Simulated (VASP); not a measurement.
Here is a VASP 6.6.1 calculation.

File POSCAR:

```
CdS
1.0
    4.2035795619      0.0000000000      0.0000000000
   -2.1017848485      3.6404052375      0.0000000000
    0.0000000000      0.0000000000      5.7257256542
Cd S
1 1
Direct
    0.0000000000      0.0000000000      0.4426900000
    0.6666666667      0.3333333333      0.4343100000
```

File INCAR.step1:

```
ALGO     = Normal         # electronic algorithm
EDIFF    = 1E-5           # SCF threshold, eV
ENCUT    = 700            # plane-wave cutoff, eV
GGA      = PE             # functional
GGA_COMPAT= False        
ISMEAR   = -1             # smearing method
LASPH    = True           # aspherical terms in the spheres
LCHARG   = False          # write CHGCAR
LREAL    = False          # projectors in reciprocal space
LWAVE    = True           # write WAVECAR
NBANDS   = 20             # bands
NELM     = 120            # most SCF steps
PREC     = Accurate       # precision mode
SIGMA    = 0.1            # smearing width, eV
```

INCAR.step2

```
ALGO     = Normal         # electronic algorithm
EDIFF    = 1E-6           # SCF threshold, eV
ENCUT    = 700            # plane-wave cutoff, eV
GGA_COMPAT= False        
ISIF     = 2              # what is computed and relaxed
ISMEAR   = -1             # smearing method
ISTART   = 1            
LASPH    = True           # aspherical terms in the spheres
LCHARG   = False          # write CHGCAR
LMIXTAU  = True         
LREAL    = False          # projectors in reciprocal space
LWAVE    = False          # write WAVECAR
METAGGA  = R2SCAN         # meta-GGA
NBANDS   = 20             # bands
NELM     = 120            # most SCF steps
PREC     = Accurate       # precision mode
SIGMA    = 0.1            # smearing width, eV
```

The input KPOINTS:

```
k-points
0
Gamma
  6 6 4
```

Potentials or basis: VASP PAW PBE potentials, release 64 (Cd_sv_GW, S).

Run with:

```sh
$ cat potpaw_PBE.64/Cd_sv_GW/POTCAR potpaw_PBE.64/S/POTCAR > POTCAR
$ cp INCAR.step1 INCAR
$ mpirun -np 1 vasp_std > vasp.out
$ cp INCAR.step2 INCAR
$ mpirun -np 1 vasp_std > vasp.out
```

Q: Estimate the largest force.

A: 0.004 eV/Å.

Q: Predict the pressure.

A: 0.3 GPa.

Q: Predict the band gap on the k mesh.

A: 1.97 eV.

Stress tensor (GPa, compression positive):
```
 0.55  0.00  0.00
 0.00  0.55  0.00
 0.00  0.00 -0.11
```

Caveat: the PAW data sets were made with another functional, which shifts forces and pressure a little. A k mesh can miss the band edges.
